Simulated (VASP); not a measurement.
# N (P6_3/mmc) in VASP: further runs, part 3 of 3

VASP 6.6.1. The steps go on from the part before.

**7. Single point, LDA, collinear spin, ferromagnetic start (strain +0.030 along x and y, +0.030 along z)**

INCAR reads:

```
  ALGO = Normal
  EDIFF = 1E-6
  ENCUT = 520
  GGA = CA
  ISIF = 2
  ISMEAR = 0
  ISPIN = 2
  LASPH = True
  LCHARG = False
  LORBIT = 11
  LREAL = False
  LWAVE = False
  MAGMOM = 3.18 3.18
  NBANDS = 16
  NELM = 150
  PREC = Accurate
  SIGMA = 0.05
```

KPOINTS reads:

```
k-points
0
Gamma
  12 12 6
```

POSCAR reads:

```
N
1.0
    3.7378716991      0.0000000000      0.0000000000
   -1.8689358496      3.2370918475      0.0000000000
    0.0000000000      0.0000000000      6.0667000000
N
2
Direct
    0.3333333333      0.6666666667      0.2500000000
    0.6666666667      0.3333333333      0.7500000000
```

Potentials or basis: VASP PAW LDA potentials, release 64 (N).

Command:

```console
> cat potpaw_LDA.64/N/POTCAR > POTCAR
> mpirun -np 1 vasp_std > vasp.out
```

OUTCAR:

```text
EDIFF = 1E-6
   ENCUT = 520
   GGA = CA
   ISIF = 2
   ISMEAR = 0
   ISPIN = 2
   LASPH = True
   LORBIT = 11
   LREAL = False
   NELM = 150
   PREC = Accurate

 ion  position               nearest neighbor table
   1  0.333  0.667  0.250-
   2  0.667  0.333  0.750-

  LATTYP: Found a hexagonal cell.
 ALAT       =     3.7378716991
 C/A-ratio  =     1.6230359114

  Lattice vectors:

 A1 = (   3.7378716991,   0.0000000000,   0.0000000000)
 A2 = (  -1.8689358496,   3.2370918475,   0.0000000000)
 A3 = (   0.0000000000,   0.0000000000,   6.0667000000)

Analysis of symmetry for initial positions (statically):
=====================================================================
 Subroutine PRICEL returns:
 Original cell was already a primitive cell.

 Routine SETGRP: Setting up the symmetry group for a
 hexagonal supercell.

 Subroutine GETGRP returns: Found 24 space group operations
 (whereof 12 operations were pure point group operations)
 out of a pool of 24 trial point group operations.

The static configuration has the point symmetry D_3d.
 The point group associated with its full space group is D_6h.

Analysis of symmetry for dynamics (positions and initial velocities):
=====================================================================
 Subroutine PRICEL returns:
 Original cell was already a primitive cell.

 Routine SETGRP: Setting up the symmetry group for a
 hexagonal supercell.

 Subroutine GETGRP returns: Found 24 space group operations
 (whereof 12 operations were pure point group operations)
 out of a pool of 24 trial point group operations.

The dynamic configuration has the point symmetry D_3d.
 The point group associated with its full space group is D_6h.

Analysis of structural, dynamic, and magnetic symmetry:
=====================================================================
 Subroutine PRICEL returns:
 Original cell was already a primitive cell.

 Routine SETGRP: Setting up the symmetry group for a
 hexagonal supercell.

 Subroutine GETGRP returns: Found 24 space group operations
 (whereof 12 operations were pure point group operations)
 out of a pool of 24 trial point group operations.

The overall configuration has the point symmetry D_3d.
 The point group associated with its full space group is D_6h.

 Subroutine INISYM returns: Found 24 space group operations
 (whereof 12 operations are pure point group operations),
 and found     1 'primitive' translations

----------------------------------------------------------------------------------------

                                     Primitive cell

  volume of cell :      73.4061

  direct lattice vectors                    reciprocal lattice vectors
     3.737871699  0.000000000  0.000000000     0.267531922  0.154459627  0.000000000
    -1.868935850  3.237091847  0.000000000     0.000000000  0.308919254  0.000000000
     0.000000000  0.000000000  6.066700000     0.000000000  0.000000000  0.164834259

  length of vectors
     3.737871699  3.737871699  6.066700000     0.308919254  0.308919254  0.164834259

  position of ions in fractional coordinates (direct lattice)
     0.333333333  0.666666667  0.250000000
     0.666666667  0.333333333  0.750000000

  ion indices of the primitive-cell ions
   primitive index   ion index
                 1           1
[... 68 lines left out ...]
   LNONCOLLINEAR =      F non collinear calculations
   LSORBIT =      F    spin-orbit coupling
   LASPH  =      T    aspherical Exc in radial PAW
   ENCUT  =  520.0 eV  38.22 Ry    6.18 a.u.   6.95  6.95 11.28*2*pi/ulx,y,z
   NELM   =    150;   NELMIN=  2; NELMDL= -5     # of ELM steps
   EDIFF  = 0.1E-05   stopping-criterion for ELM
   LREAL  =      F    real-space projection
   EDIFFG = 0.1E-04   stopping-criterion for IOM
   NSW    =      0    number of steps for IOM
   IBRION =     -1    ionic relax: 0-MD 1-quasi-New 2-CG
   NFREE  =      0    steps in history (QN), initial steepest desc. (CG)
   ISIF   =      2    stress and relaxation
   ISYM   =      2    0-nonsym 1-usesym 2-fastsym
   POTIM  = 0.5000    time-step for ionic-motion
   TEBEG  =    0.0;   TEEND  =   0.0 temperature during run
   PSTRESS=    0.0 pullay stress
   NELECT =      10.0000    total number of electrons
   NUPDOWN=      -1.0000    fix difference up-down
   EMIN   =  10.00;   EMAX   =-10.00  energy-range for DOS
   EFERMI =   0.00;   METHOD = LEGACY
   ISMEAR =     0;   SIGMA  =   0.05  broadening in eV -4-tet -1-fermi 0-gaus
   EFERMI_NEDOS =   21; number of points for ismear=-14 and -15
   IALGO  =     38    algorithm
   IMIX   =      4    mixing-type and parameters
     AMIX     =   0.40;   BMIX     =  1.00
     AMIX_MAG =   1.60;   BMIX_MAG =  1.00
  volume/ion in A,a.u.               =      36.70       247.68
  Fermi-wavevector in a.u.,A,eV,Ry     =   0.842360  1.591829  9.654281  0.709570
  Thomas-Fermi vector in A             =   1.957053
   LORBIT       =     11    0 simple, 1 ext, 2 COOP (PROOUT), +10 PAW based schemes
   GGA     = CA    functional components
   LHFCALC =     F    Hartree Fock is set to
   AEXX    =    0.0000 exact exchange contribution
   IVDW    =     0    specifies the selected vdW correction
   LEPSILON=     F    determine dielectric tensor
   LRPA    =     F    only Hartree local field effects (RPA)
 spin polarized calculation
 Gauss-broadening in eV      SIGMA  =   0.05
  energy-cutoff  :      520.00
  volume of cell :       73.41
 maximum number of plane-waves:      1996
 NGX is ok and might be reduce to    28
   NGX = 13   NGY = 13   NGZ = 23

 number of electron      10.0000000 magnetization       5.9998185

 Free energy of the ion-electron system (eV)
  ---------------------------------------------------
  ext. energy  EPLUGINS =         0.00000000
  ---------------------------------------------------
  free energy    TOTEN  =        -5.88775630 eV

  energy without entropy =       -5.88775630  energy(sigma->0) =       -5.88775630

 E-fermi :  -5.4189     XC(G=0):  -5.8266

 val. band max:       -5.6807093692   @ k =   0.0000   0.0000   0.0000
 cond. band min:      -3.3465734236   @ k =   0.0000   0.0000   0.0000
 fundamental gap:      2.3341359456
 Fermi energy:        -5.4188744742

 spin component 1

 k-point     1 :       0.0000    0.0000    0.0000
  band No.  band energies     occupation
      1     -17.5881      1.00000
      2     -17.3309      1.00000
      3      -6.7888      1.00000
      4      -5.8013      1.00000
      5      -5.8013      1.00000
      6      -5.6906      1.00000
[... 435 lines left out ...]
      5      -6.2441      1.00000
      6      -5.9583      1.00000
[... 8 lines left out ...]
     15      11.2110      0.00000
     16      11.3192      0.00000

 [... further k-points ...]

 spin component 2

 k-point     1 :       0.0000    0.0000    0.0000
  band No.  band energies     occupation
      1     -13.5531      1.00000
      2     -13.1486      1.00000
      3      -3.3466      0.00000
      4      -1.6436      0.00000
      5      -1.6436      0.00000
      6      -1.4726      0.00000
[... 435 lines left out ...]
      5      -2.4168      0.00000
      6      -1.9087      0.00000
[... 8 lines left out ...]
     15      12.4826      0.00000
     16      12.7880      0.00000

 [... further k-points ...]

------------------------ aborting loop because EDIFF is reached ----------------------------------------

  FORCE on cell =-STRESS in cart. coord.  units (eV):
  Direction    XX          YY          ZZ          XY          YZ          ZX
  --------------------------------------------------------------------------------------
  -------------------------------------------------------------------------------------
  Total       -0.1921299     -0.1921299     -0.1912241      0.0000000     -0.0000000     -0.0000000
  in kB       -4.1934704     -4.1934704     -4.1737014      0.0000000     -0.0000000     -0.0000000
  external PRESSURE =      -4.1868807 kB  Pullay stress =       0.0000000 kB

 VOLUME and BASIS-vectors are now :
 -----------------------------------------------------------------------------
  energy-cutoff  :      520.00
  volume of cell :       73.41
      direct lattice vectors                 reciprocal lattice vectors
     3.737871699  0.000000000  0.000000000     0.267531922  0.154459627  0.000000000
    -1.868935850  3.237091847  0.000000000     0.000000000  0.308919254  0.000000000
     0.000000000  0.000000000  6.066700000     0.000000000  0.000000000  0.164834259

 POSITION                                       TOTAL-FORCE (eV/Angst)
 -----------------------------------------------------------------------------------
     -0.00000      2.15806      1.51667         0.000000      0.000000     -0.000000
      1.86894      1.07903      4.55002        -0.000000      0.000000      0.000000
 -----------------------------------------------------------------------------------
    total drift:                               -0.000000      0.000000      0.000000

  FREE ENERGIE OF THE ION-ELECTRON SYSTEM (eV)
  ---------------------------------------------------
  free  energy   TOTEN  =        -5.8877563006 eV

  energy  without entropy=       -5.8877563006  energy(sigma->0) =       -5.88775630

 total charge

# of ion       s       p       d       tot
------------------------------------------
    1        1.353   1.887   0.000   3.240
    2        1.353   1.887   0.000   3.240
--------------------------------------------------
tot          2.705   3.775   0.000   6.480

 magnetization (x)

# of ion       s       p       d       tot
------------------------------------------
    1        0.037   1.887   0.000   1.924
    2        0.037   1.887   0.000   1.924
--------------------------------------------------
tot          0.073   3.774   0.000   3.847
```

OSZICAR:

```text
N       E                     dE             d eps       ncg     rms          rms(c)
DAV:   1     0.433462960962E+02    0.43346E+02   -0.38742E+03  4864   0.477E+02
DAV:   2    -0.207109679878E+01   -0.45417E+02   -0.38301E+02  7144   0.103E+02
DAV:   3    -0.578270972014E+01   -0.37116E+01   -0.36983E+01  5496   0.304E+01
DAV:   4    -0.580304330121E+01   -0.20334E-01   -0.20333E-01  6168   0.283E+00
DAV:   5    -0.580316940170E+01   -0.12610E-03   -0.12610E-03  5568   0.208E-01    0.185E+00
DAV:   6    -0.584609057212E+01   -0.42921E-01   -0.61062E-02  4976   0.144E+00    0.848E-01
DAV:   7    -0.588151472912E+01   -0.35424E-01   -0.35746E-02  4936   0.120E+00    0.352E-01
DAV:   8    -0.588720771420E+01   -0.56930E-02   -0.14236E-03  5368   0.240E-01    0.189E-01
DAV:   9    -0.588770184908E+01   -0.49413E-03   -0.94438E-05  5368   0.626E-02    0.891E-02
DAV:  10    -0.588774067283E+01   -0.38824E-04   -0.15649E-05  5176   0.249E-02    0.148E-02
DAV:  11    -0.588775562157E+01   -0.14949E-04   -0.49960E-06  5040   0.105E-02    0.389E-03
DAV:  12    -0.588775630063E+01   -0.67906E-06   -0.85302E-07  5176   0.431E-03
   1 F= -.58877563E+01 E0= -.58877563E+01  d E =-.619618E-16  mag=     6.0000
```

stdout:

```text
POSCAR found type information on POSCAR N
 POSCAR found :  1 types and       2 ions
 scaLAPACK will be used
 LDA part: xc-table for (Slater(with rela. corr.)+CA(PZ))
 , standard interpolation
 POSCAR, INCAR and KPOINTS ok, starting setup
 FFT: planning ... GRIDC
 FFT: planning ... GRID_SOFT
 FFT: planning ... GRID
 WAVECAR not read
 entering main loop
```

Wall time 57 s (1 thread of Intel Xeon Platinum 8488C (Sapphire Rapids), shared host); peak memory 0.24 GiB.

Results:

```
Free energy                                           : -5.8878 eV
Pressure                                              : -0.4 GPa
Band gap on the k mesh                                : 2.33 eV, direct
Net moment                                            : 6.00 μB per cell
Site moments                                          : N +1.92 μB
Valence electrons inside the program's atomic spheres : N 3.24
```

Caveat: the cell differs from its parent crystal (strain +0.030 along x and y, +0.030 along z).

**8. The runs side by side**

```csv
cell,gap on the mesh (eV),pressure (GPa),moment (μB)
"a = 3.738, b = 3.738, c = 5.802 Å, angles 90.0, 90.0, 120.0°, 2 atoms",2.20,-0.4,6.00
"a = 3.683, b = 3.683, c = 5.978 Å, angles 90.0, 90.0, 120.0°, 2 atoms",2.22,-0.4,6.00
"a = 3.738, b = 3.738, c = 5.890 Å, angles 90.0, 90.0, 120.0°, 2 atoms",2.24,-0.4,6.00
"a = 3.683, b = 3.683, c = 6.067 Å, angles 90.0, 90.0, 120.0°, 2 atoms",2.26,-0.4,6.00
"a = 3.738, b = 3.738, c = 5.978 Å, angles 90.0, 90.0, 120.0°, 2 atoms",2.29,-0.4,6.00
"a = 3.738, b = 3.738, c = 6.067 Å, angles 90.0, 90.0, 120.0°, 2 atoms",2.33,-0.4,6.00
```

Alike in all rows: task single point; level LDA; potentials or basis VASP PAW LDA potentials, release 64 (N); spin collinear, ferromagnetic start; k mesh 12 × 12 × 6; cutoff (eV) 520; smearing gaussian 0.05 eV.

Absolute energies hang on the potentials; compare differences alone.
